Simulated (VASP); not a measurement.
Write the native input for VASP 6.6.1 that does the following.

| Quantity | Value |
| --- | --- |
| Task | single point |
| Functional | PBE |
| Dispersion | D3(BJ) |
| Potentials or basis | VASP PAW PBE potentials, release 64 (C, Cl, H) |
| Cutoff | 520 eV |
| k mesh | 1 × 1 × 1 |
| Occupations | fermi-dirac, width 0.02 eV |
| Spin | no spin polarisation |
| Dipole correction | no |
| Further INCAR settings | LREAL = Auto; ALGO = Normal; EDIFF = 1e-07; NBANDS = 63 |

The structure of H3CCl lies in POSCAR:

```
H3CCl
1.0
    7.9200370000      0.0000000000      0.0000000000
    0.0000000000      7.9200370000      0.0000000000
    0.0000000000      0.0000000000      7.9200370000
C Cl H
6 6 18
Direct
    0.5659190734      0.9757277649      0.5449595753
   -0.0069949168      0.5062602612      0.3635715338
    0.8376602281      0.2488498475      0.8541374239
    0.6596307568      0.7329258689      0.0062120922
    0.5408939377      0.2032187476      0.1954031275
    0.0353659964      1.0462324860      0.4862224760
    0.4421317729      0.8174709285      0.4227631765
   -0.1554916978      0.6206536661      0.4926618398
    1.0657652231      0.2541023483      0.8673823115
    0.4613614810      0.7258930735     -0.1017545751
    0.4902249825      0.3796825697      0.3335337954
   -0.0544568163      1.0454370352      0.2829027188
    0.6758175498      0.9999953283      0.4653766138
    0.4911088168      1.0926337844      0.5500353092
    0.6000350756      0.9274199098      0.6662342613
   -0.0112246950      0.5467524962      0.2331428502
    0.1172595532      0.5444292748      0.4097708129
   -0.0407447591      0.3771699551      0.3748593599
    0.7924079143      0.1260347647      0.8273824983
    0.7931276079      0.2824229230      0.9831267202
    0.7841882557      0.3380666025      0.7686832776
    0.6478505088      0.7942765924      0.1388251090
    0.6950725104      0.6048709116      0.0398609249
    0.7583171644      0.8104128806     -0.0513633964
    0.4951997068      0.2413877612      0.0672471606
    0.6749463418      0.1766784675      0.1975117035
    0.4735331413      0.0841662735      0.2299989255
    0.1679158822      0.9940357602      0.4717023418
    0.0043181616      1.1724187652      0.5266263276
   -0.0311993492      0.9449577066      0.5472954230
```

These files were run (other wordings do the same):

INCAR

```
PREC = Accurate
ENCUT = 520
EDIFF = 1E-7
ISMEAR = -1
SIGMA = 0.02
LREAL = Auto
LASPH = True
NELM = 80
ALGO = Normal
ISIF = 2
LWAVE = False
LCHARG = False
GGA = PE
IVDW = 12
NBANDS = 63
```

KPOINTS

```
Automatic mesh
0
Gamma
  1 1 1
```

Potentials or basis: VASP PAW PBE potentials, release 64 (C, Cl, H).

Launch:

```sh
$ cat potpaw_PBE.64/C/POTCAR potpaw_PBE.64/Cl/POTCAR potpaw_PBE.64/H/POTCAR > POTCAR
$ mpirun -np 1 vasp_gam > vasp.out
```

Results of the run:

```yaml
Pressure: -0.2 GPa
Largest_force: 2.753 eV/Å
Dispersion_energy_per_atom: -0.050 eV
```

Caveat: the k points lie up to 0.79 Å⁻¹ apart; the atoms stand as in a frame of molecular dynamics.

Wall time 48 s on 1 thread of AMD EPYC 7R13 Processor (Zen 3) (shared host), peak memory 0.41 GiB.
